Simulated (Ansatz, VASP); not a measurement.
**Two plane-wave programs on Sn**

Contents of INCAR:

```
SYSTEM = Sn
AGGAC = 1.0
AGGAX = 1.0
ALDAC = 0.0
ALDAX = 1.0
ALGO = Normal
EDIFF = 1E-6
ENCUT = 500
GGA = B5
GGA_COMPAT = .FALSE.
ISIF = 2
ISMEAR = 1
LASPH = .TRUE.
LCHARG = .TRUE.
LELF = .TRUE.
LREAL = .FALSE.
LVHAR = .TRUE.
LWAVE = .FALSE.
NBANDS = 21
NELM = 120
PREC = Accurate
SIGMA = 0.05
```

File KPOINTS:

```
k-points
0
G
  9 9 9
  0 0 0
```

Contents of POSCAR:

```
Sn
1.0
   -2.9401404550      2.9401404550      1.5993019900
    2.9401404550     -2.9401404550      1.5993019900
    2.9401404550      2.9401404550     -1.5993019900
Sn
2
Direct
    0.0000000000      1.0000000000      0.0000000000
    0.7500000000      0.2500000000      0.5000000000
```

input.yaml

```yaml
crystal:
  lattice: { a: 5.88028091, b: 5.88028091, c: 3.19860398, alpha: 90.0, beta: 90.0, gamma: 90.0 }
  space_group: 141
  setting: { origin_choice: 1 }
  reduce_to_primitive: true
  atoms:
    - { symbol: Sn, wyckoff: "4a", position: [0.0, 0.0, 0.0] }
hamiltonian:
  xc: blyp
  pseudopotentials: { kind: nc, accuracy: standard }
kpoints:
  mp_grid: { grid: [9, 9, 9] }
scf:
  occupations: { method: cold, width: 0.05 }
output:
  forces: true
  stress: true
  eigenvalues: true
  write_density: true
  write_potential: true
  elf: true
  volumetric_format: npy
```

Alike in both runs: task single point; functional BLYP; k mesh 9 × 9 × 9; no spin polarisation.

|  | VASP | Ansatz |
| --- | --- | --- |
| version | VASP 6.6.1 | Ansatz 0.2.0 |
| potentials or method | VASP PAW PBE potentials, release 64 (Sn_d) | PseudoDojo standard (PBE files) |
| plane-wave cutoff (eV) | 500 | 980 |
| occupations | methfessel-paxton of order 1, width 0.05 eV | cold, width 0.05 eV |
| valence electrons in the cell | 28 | 28 |

VASP gave:

```
gap on the k mesh at the Fermi level (eV)                     : none
pressure (GPa)                                                : 5.7
traceless stress, the component that is largest in VASP (GPa) : -0.25
```

Task: Which values does Ansatz return?

Result: gap on the k mesh at the Fermi level (eV): none; pressure (GPa): 5.9; traceless stress, the component that is largest in VASP (GPa): -0.24.

VASP's potentials were made for PBE, not for BLYP. A gap of «none» marks a metal or a gap that the smearing closes.

Noted on Ansatz's run: the potentials were made for another functional, which shifts forces and pressure.
